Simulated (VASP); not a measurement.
Here is a VASP 6.6.1 calculation.

INCAR

```
SYSTEM = Pd
PREC = Accurate
ENCUT = 520
EDIFF = 1E-7
ISMEAR = 1
SIGMA = 0.1
LREAL = .FALSE.
LASPH = .TRUE.
NELM = 80
ALGO = Normal
ISIF = 2
LWAVE = .FALSE.
LCHARG = .FALSE.
GGA = CA
NBANDS = 11
```

File KPOINTS:

```
regular mesh
0
G
  14 14 14
  0 0 0
```

POSCAR

```
Pd
1.0
    0.0000000000      1.9211411165      1.9211411165
    1.9211411165      0.0000000000      1.9211411165
    1.9211411165      1.9211411165      0.0000000000
Pd
1
Direct
    0.0000000000      0.0000000000      0.0000000000
```

Potentials or basis: VASP PAW LDA potentials, release 64 (Pd).

Launch:

```console
$ cat potpaw_LDA.64/Pd/POTCAR > POTCAR
$ mpirun -np 1 vasp_std > vasp.out
```

(1) Estimate the pressure.

(2) Predict the band gap on the k mesh.

Results:

(1) -0.2 GPa.

(2) zero (band 5 reaches 10.60 eV, above the bottom of band 6 at 8.90 eV).
